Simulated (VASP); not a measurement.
# FeO (Wuestite) in VASP: notebook

FeO (Wuestite) is run at these levels: PBE, BLYP, PBEsol; tasks: single point.

Everything below comes from runs of VASP 6.6.1. Logs are shortened: lines on timing, memory, paths and dates and some standing lists are left out, and cuts for length are marked.

**What was measured.**

“W\"ustite: Electric, thermodynamic and optical properties of FeO”, 2012, arxiv:1203.1201 quotes, for a bulk crystal of FeO: band gap 2.4 eV (optical).

The results are compared with them further down.

**1. The cell of the first run**

The structure is cubic, space group Fm-3m (No. 225). Conventional cell: a = 4.311 Å, b = 4.311 Å, c = 4.311 Å, α = 90.00°, β = 90.00°, γ = 90.00°. Within 2.9 Å of Fe (site symmetry m-3m) lie 6 O at 2.16 Å. O (site symmetry m-3m) has 6 Fe at 2.16 Å within 2.9 Å.

**2. Single point, PBE, collinear spin, ferromagnetic start**

File INCAR:

```
SYSTEM = FeO
ALGO = Normal
EDIFF = 1E-6
ENCUT = 600
GGA = PE
GGA_COMPAT = .False.
ISIF = 2
ISMEAR = 0
ISPIN = 2
LASPH = .True.
LCHARG = .True.
LELF = .True.
LMAXMIX = 4
LORBIT = 11
LREAL = .False.
LVHAR = .True.
LWAVE = .False.
MAGMOM = 3 0
NBANDS = 22
NELM = 200
PREC = Accurate
SIGMA = 0.025
```

File KPOINTS:

```
k-points
0
Gamma
  11 11 11
  0 0 0
```

File POSCAR:

```
FeO
1.0
    0.0000000000      2.1554000000      2.1554000000
    2.1554000000      0.0000000000      2.1554000000
    2.1554000000      2.1554000000      0.0000000000
Fe O
1 1
Direct
    0.0000000000      0.0000000000      0.0000000000
    0.5000000000      0.5000000000      0.5000000000
```

Potentials or basis: VASP PAW PBE potentials, release 64 (Fe_sv, O).

The run is started by

```bash
$ cat potpaw_PBE.64/Fe_sv/POTCAR potpaw_PBE.64/O/POTCAR > POTCAR
$ mpirun -np 1 vasp_std > vasp.out
```

OUTCAR:

```text
SYSTEM = FeO
   EDIFF = 1E-6
   ENCUT = 600
   GGA = PE
   ISIF = 2
   ISMEAR = 0
   ISPIN = 2
   LASPH = .True.
   LORBIT = 11
   LREAL = .False.
   NELM = 200
   PREC = Accurate

 ion  position               nearest neighbor table
   1  0.000  0.000  0.000-   2 2.16   2 2.16   2 2.16   2 2.16   2 2.16   2 2.16
   2  0.500  0.500  0.500-   1 2.16   1 2.16   1 2.16   1 2.16   1 2.16   1 2.16

  LATTYP: Found a face centered cubic cell.
 ALAT       =     4.3108000000

  Lattice vectors:

 A1 = (   0.0000000000,   2.1554000000,   2.1554000000)
 A2 = (   2.1554000000,   0.0000000000,   2.1554000000)
 A3 = (   2.1554000000,   2.1554000000,   0.0000000000)

Analysis of symmetry for initial positions (statically):
=====================================================================
 Subroutine PRICEL returns:
 Original cell was already a primitive cell.

 Routine SETGRP: Setting up the symmetry group for a
 face centered cubic supercell.

 Subroutine GETGRP returns: Found 48 space group operations
 (whereof 48 operations were pure point group operations)
 out of a pool of 48 trial point group operations.

The static configuration has the point symmetry O_h .

Analysis of symmetry for dynamics (positions and initial velocities):
=====================================================================
 Subroutine PRICEL returns:
 Original cell was already a primitive cell.

 Routine SETGRP: Setting up the symmetry group for a
 face centered cubic supercell.

 Subroutine GETGRP returns: Found 48 space group operations
 (whereof 48 operations were pure point group operations)
 out of a pool of 48 trial point group operations.

The dynamic configuration has the point symmetry O_h .

Analysis of structural, dynamic, and magnetic symmetry:
=====================================================================
 Subroutine PRICEL returns:
 Original cell was already a primitive cell.

 Routine SETGRP: Setting up the symmetry group for a
 face centered cubic supercell.

 Subroutine GETGRP returns: Found 48 space group operations
 (whereof 48 operations were pure point group operations)
 out of a pool of 48 trial point group operations.

The overall configuration has the point symmetry O_h .

 Subroutine INISYM returns: Found 48 space group operations
 (whereof 48 operations are pure point group operations),
 and found     1 'primitive' translations

----------------------------------------------------------------------------------------

                                     Primitive cell

  volume of cell :      20.0269

[... 105 lines left out ...]
   IALGO  =     38    algorithm
   IMIX   =      4    mixing-type and parameters
     AMIX     =   0.40;   BMIX     =  1.00
     AMIX_MAG =   1.60;   BMIX_MAG =  1.00
  volume/ion in A,a.u.               =      10.01        67.57
  Fermi-wavevector in a.u.,A,eV,Ry     =   1.689187  3.192101 38.822242  2.853354
  Thomas-Fermi vector in A             =   2.771359
   LORBIT       =     11    0 simple, 1 ext, 2 COOP (PROOUT), +10 PAW based schemes
   GGA     = PE    functional components
   LHFCALC =     F    Hartree Fock is set to
   AEXX    =    0.0000 exact exchange contribution
   IVDW    =     0    specifies the selected vdW correction
   LEPSILON=     F    determine dielectric tensor
   LRPA    =     F    only Hartree local field effects (RPA)
 spin polarized calculation
 Gauss-broadening in eV      SIGMA  =   0.03
  energy-cutoff  :      600.00
  volume of cell :       20.03
 maximum number of plane-waves:       678
   NGX = 13   NGY = 13   NGZ = 13

 number of electron      22.0000013 magnetization       4.0005864

 Free energy of the ion-electron system (eV)
  ---------------------------------------------------
  ext. energy  EPLUGINS =         0.00000000
  ---------------------------------------------------
  free energy    TOTEN  =       -15.03316792 eV

  energy without entropy =      -15.03251673  energy(sigma->0) =      -15.03284233

 E-fermi :   9.8195     XC(G=0): -12.5281

 val. band max:        9.8150579765   @ k =  -0.3636   0.2727   0.0909
 cond. band min:       9.8264789821   @ k =   0.0000   0.0000   0.0000
 fundamental gap:      0.0114210056
 Fermi energy:         9.8195289171

 spin component 1

 k-point     1 :       0.0000    0.0000    0.0000
  band No.  band energies     occupation
      1     -80.1054      1.00000
      2     -46.1274      1.00000
      3     -46.1274      1.00000
      4     -46.1274      1.00000
      5     -10.9722      1.00000
      6       5.9384      1.00000
[... 589 lines left out ...]
     21      36.0925      0.00000
     22      37.8317      0.00000

 [... further k-points ...]

 spin component 2

 k-point     1 :       0.0000    0.0000    0.0000
  band No.  band energies     occupation
      1     -75.9415      1.00000
      2     -42.0569      1.00000
      3     -42.0569      1.00000
      4     -42.0569      1.00000
      5     -10.4482      1.00000
      6       6.4872      1.00000
[... 589 lines left out ...]
     21      36.8653      0.00000
     22      38.6055      0.00000

 [... further k-points ...]
[... 5 lines left out ...]
  --------------------------------------------------------------------------------------
  -------------------------------------------------------------------------------------
  Total       -0.3287906     -0.3287906     -0.3287906      0.0000000     -0.0000000     -0.0000000
  in kB      -26.3036711    -26.3036711    -26.3036711      0.0000000     -0.0000000     -0.0000000
  external PRESSURE =     -26.3036711 kB  Pullay stress =       0.0000000 kB

 VOLUME and BASIS-vectors are now :
 -----------------------------------------------------------------------------
  energy-cutoff  :      600.00
  volume of cell :       20.03
      direct lattice vectors                 reciprocal lattice vectors
     0.000000000  2.155400000  2.155400000    -0.231975503  0.231975503  0.231975503
     2.155400000  0.000000000  2.155400000     0.231975503 -0.231975503  0.231975503
     2.155400000  2.155400000  0.000000000     0.231975503  0.231975503 -0.231975503

 POSITION                                       TOTAL-FORCE (eV/Angst)
 -----------------------------------------------------------------------------------
      0.00000      0.00000      0.00000         0.000000      0.000000     -0.000000
      2.15540      2.15540      2.15540         0.000000     -0.000000      0.000000
 -----------------------------------------------------------------------------------
    total drift:                                0.000000     -0.000000     -0.000000

  FREE ENERGIE OF THE ION-ELECTRON SYSTEM (eV)
  ---------------------------------------------------
  free  energy   TOTEN  =       -15.0331679225 eV

  energy  without entropy=      -15.0325167332  energy(sigma->0) =      -15.03284233

 total charge

# of ion       s       p       d       tot
------------------------------------------
    1        2.103   5.997   5.513  13.612
    2        1.552   3.441   0.000   4.993
--------------------------------------------------
tot          3.655   9.437   5.513  18.605

 magnetization (x)

# of ion       s       p       d       tot
------------------------------------------
    1        0.015   0.010   3.451   3.477
    2        0.030   0.266   0.000   0.296
--------------------------------------------------
tot          0.045   0.276   3.451   3.773
```

OSZICAR:

```text
N       E                     dE             d eps       ncg     rms          rms(c)
DAV:   1     0.306914385088E+03    0.30691E+03   -0.12927E+04  5126   0.144E+03
DAV:   2    -0.176601229469E+00   -0.30709E+03   -0.28981E+03  5132   0.470E+02
DAV:   3    -0.173403466149E+02   -0.17164E+02   -0.16985E+02  5900   0.127E+02
DAV:   4    -0.176140773831E+02   -0.27373E+00   -0.27366E+00  5522   0.176E+01
DAV:   5    -0.176210479581E+02   -0.69706E-02   -0.69704E-02  5960   0.290E+00    0.168E+01
DAV:   6    -0.155623073515E+02    0.20587E+01   -0.15961E+01  7892   0.560E+01    0.253E+01
DAV:   7    -0.150594045397E+02    0.50290E+00   -0.24055E+00  6920   0.309E+01    0.110E+01
DAV:   8    -0.150480083998E+02    0.11396E-01   -0.12157E-01  5706   0.316E+00    0.588E+00
DAV:   9    -0.150330079250E+02    0.15000E-01   -0.32457E-02  7344   0.258E+00    0.919E-01
DAV:  10    -0.150328970713E+02    0.11085E-03   -0.67385E-03  6476   0.125E+00    0.149E-01
DAV:  11    -0.150331208220E+02   -0.22375E-03   -0.71658E-04  6342   0.225E-01    0.707E-02
DAV:  12    -0.150331550993E+02   -0.34277E-04   -0.51228E-05  6088   0.726E-02    0.368E-02
DAV:  13    -0.150331685693E+02   -0.13470E-04   -0.24559E-05  5600   0.455E-02    0.120E-02
DAV:  14    -0.150331679225E+02    0.64685E-06   -0.94654E-07  4792   0.105E-02
   1 F= -.15033168E+02 E0= -.15032842E+02  d E =-.651189E-03  mag=     4.0004
```

Wall time 22 s (1 thread of Intel Xeon 6975P-C (Granite Rapids), shared host); peak memory 0.17 GiB.

What came out:

```yaml
Free_energy: -15.0332 eV
Pressure: -2.6 GPa
Band_gap_on_the_k_mesh: zero (filled and empty bands overlap)
Net_moment: 4.00 μB per cell
Site_moments: Fe +3.48; O +0.30 μB
Valence_electrons_inside_the_program's_atomic_spheres: Fe 13.61; O 4.99
```

Levels at points of the mesh, in eV from the Fermi level:
Spin up:
```csv
k point,band 11,band 12,band 13,band 14,band 15,band 16
"(0.00, 0.00, 0.00)",-3.88,-3.68,-3.68,0.01,15.24,16.94
```
Spin down:
```
           k point  band 7  band 8  band 9  band 10  band 11  band 12
(0.00, 0.00, 0.00)   -3.33   -3.33   -0.74    -0.74    -0.74     0.21
```

Caveat: a cell with one magnetic atom can't hold antiferromagnetic order, which such compounds often take; semilocal functionals often make such compounds metallic where correlation or magnetic order opens a gap, which also shifts bond lengths.

**3. Single point, PBE, collinear spin, ferromagnetic start**

File INCAR:

```
ALGO = Normal
EDIFF = 1E-6
ENCUT = 600
GGA = PE
GGA_COMPAT = F
ISIF = 2
ISMEAR = 0
ISPIN = 2
LASPH = T
LCHARG = F
LMAXMIX = 4
LORBIT = 11
LREAL = F
LWAVE = F
MAGMOM = 3 0
NBANDS = 22
NELM = 200
PREC = Accurate
SIGMA = 0.019000000000000003
```

File KPOINTS:

```
k-points
0
Gamma
  11 11 11
```

POSCAR is that of step 2.

Potentials or basis: VASP PAW PBE potentials, release 64 (Fe_sv, O).

The run is started by

```bash
$ cat potpaw_PBE.64/Fe_sv/POTCAR potpaw_PBE.64/O/POTCAR > POTCAR
$ mpirun -np 1 vasp_std > vasp.out
```

Run time: 19 s. Hardware: 1 thread of Intel Xeon 6975P-C (Granite Rapids), shared host; peak memory 0.17 GiB.

The run converged. Its results:

| Item | Value |
| --- | --- |
| Free energy | -15.0330 eV |
| Pressure | -2.6 GPa |
| Band gap on the k mesh | zero (filled and empty bands overlap) |
| Net moment | 4.00 μB per cell |
| Site moments | Fe +3.48; O +0.30 μB |
| Valence electrons inside the program's atomic spheres | Fe 13.61; O 4.99 |

Levels at points of the mesh, in eV from the Fermi level:
Spin up:
| k point | band 11 | band 12 | band 13 | band 14 | band 15 | band 16 |
| --- | --- | --- | --- | --- | --- | --- |
| (0.00, 0.00, 0.00) | -3.88 | -3.68 | -3.68 | 0.01 | 15.24 | 16.94 |
Spin down:
```
           k point  band 6  band 7  band 8  band 9  band 10  band 11  band 12  band 13
(0.00, 0.00, 0.00)   -3.33   -3.33   -3.33   -0.74    -0.74    -0.74     0.21     0.21
```

Caveat: a cell with one magnetic atom can't hold antiferromagnetic order, which such compounds often take; semilocal functionals often make such compounds metallic where correlation or magnetic order opens a gap, which also shifts bond lengths.

[end of part 1 of 2]
